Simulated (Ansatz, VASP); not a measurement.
Zr2Ge in VASP and in Ansatz

The input INCAR:

```
SYSTEM = Zr2Ge
PREC = Accurate
ENCUT = 520
EDIFF = 1E-6
ISMEAR = 0
SIGMA = 0.1
LREAL = .False.
LASPH = .True.
NELM = 150
ALGO = Normal
ISIF = 2
LWAVE = .False.
LCHARG = .False.
ISPIN = 2
MAGMOM = 1 1 0
LORBIT = 11
LMAXMIX = 4
GGA = PE
NBANDS = 30
```

KPOINTS

```
regular mesh
0
Gamma
  4 4 6
  0 0 0
```

POSCAR

```
Zr2Ge
1.0
    2.7711843915     -3.5578732258      0.0000000000
    2.7711843915      3.5578732258      0.0000000000
    0.0000000000      0.0000000000      3.6107137348
Zr Ge
2 1
Direct
    0.2755074990      0.7244925010      0.0000000000
    0.7244925010      0.2755074990      0.0000000000
    0.0000000000      0.0000000000      0.5000000000
```

Input for Ansatz:

```yaml
crystal:
  lattice:
    - [2.7711843915, -3.5578732258, 0.0]
    - [2.7711843915, 3.5578732258, 0.0]
    - [0.0, 0.0, 3.6107137348]
  atoms:
    - { symbol: Zr, position: [0.275507499, 0.724492501, 0.0], spin: 1.0 }
    - { symbol: Zr, position: [0.724492501, 0.275507499, 0.0], spin: 1.0 }
    - { symbol: Ge, position: [0.0, 0.0, 0.5] }
basis:
  ecutwfc: 420
kpoints:
  mp_grid: { grid: [4, 4, 6] }
hamiltonian:
  xc: pbe
scf:
  occupations: { method: gaussian, width: 0.1 }
  lower_state_search: "off"
output:
  forces: true
  stress: true
  eigenvalues: true
  populations: true
magnetization:
  spin_polarized: true
```

Alike in both runs: task single point; functional PBE; k mesh 4 × 4 × 6; occupations gaussian, width 0.1 eV; collinear spin.

```csv
,VASP,Ansatz
version,VASP 6.6.1,Ansatz 0.2.0
potentials or method,"VASP PAW PBE potentials, release 64 (Zr_sv, Ge_d), cutoff 520 eV","scalar-relativistic, plane waves, PAW"
valence electrons in the cell,38,38
```

Ansatz gave:

* gap on the k mesh at the Fermi level (eV): none
* pressure (GPa): -0.1
* traceless stress, the component that is largest in VASP (GPa): -0.12
* rms of the force components (eV/Å): 0.003
* net moment per atom (μB): 0.02

What did VASP give for the same quantities?

gap on the k mesh at the Fermi level (eV): none; pressure (GPa): 0.0; traceless stress, the component that is largest in VASP (GPa): -0.13; rms of the force components (eV/Å): 0.007; net moment per atom (μB): 0.02.

Atom by atom the forces differ by 0.004 eV/Å (rms over components). A gap of «none» marks a metal or a gap that the smearing closes. Ansatz's warnings: seeded moment not kept.
